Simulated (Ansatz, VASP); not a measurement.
**Ge: VASP beside Ansatz**

Contents of INCAR:

```
SYSTEM = Ge
PREC = Accurate
ENCUT = 520
EDIFF = 1E-6
ISMEAR = 0
SIGMA = 0.15
LREAL = .False.
LASPH = .True.
NELM = 60
ALGO = Normal
ISIF = 2
LWAVE = .False.
LCHARG = .True.
GGA = PE
LELF = .True.
LVHAR = .True.
NBANDS = 21
```

Contents of KPOINTS:

```
regular mesh
0
Gamma
  18 18 18
  0 0 0
```

POSCAR

```
Ge
1.0
    0.0000000000      2.7941187278      2.8805347709
    2.7941187278      0.0000000000      2.8805347709
    2.7941187278      2.7941187278      0.0000000000
Ge
2
Direct
    0.5000000000      0.5000000000      0.5000000000
    0.7500000000      0.7500000000      0.7500000000
```

Input for Ansatz:

```yaml
crystal:
  lattice:
    - [0.0, 2.7941187278, 2.8805347709]
    - [2.7941187278, 0.0, 2.8805347709]
    - [2.7941187278, 2.7941187278, 0.0]
  atoms:
    - { symbol: Ge, position: [0.5, 0.5, 0.5] }
    - { symbol: Ge, position: [0.75, 0.75, 0.75] }
basis:
  ecutwfc: 420
kpoints:
  mp_grid: { grid: [18, 18, 18] }
hamiltonian:
  xc: pbe
scf:
  occupations: { method: gaussian, width: 0.15 }
output:
  forces: true
  stress: true
  eigenvalues: true
  write_density: true
  write_potential: true
  elf: true
  volumetric_format: npy
```

Change from the starting cell: strain -0.030 along x and y, +0.000 along z, atoms carried along.

Alike in both runs: task single point; functional PBE; k mesh 18 × 18 × 18; occupations gaussian, width 0.15 eV; no spin polarisation.

```csv
,VASP,Ansatz
version,VASP 6.6.1,Ansatz 0.2.0
potentials or method,"VASP PAW PBE potentials, release 64 (Ge_d), cutoff 520 eV","scalar-relativistic, plane waves, PAW"
valence electrons in the cell,28,28
```

```csv
,VASP,Ansatz,Ansatz less VASP
gap on the k mesh at the Fermi level (eV),none,none,-
pressure (GPa),4.1,4.2,+0.08
"traceless stress, the component that is largest in VASP (GPa)",-1.52,-1.52,+0.002
```

A gap of «none» marks a metal or a gap that the smearing closes.
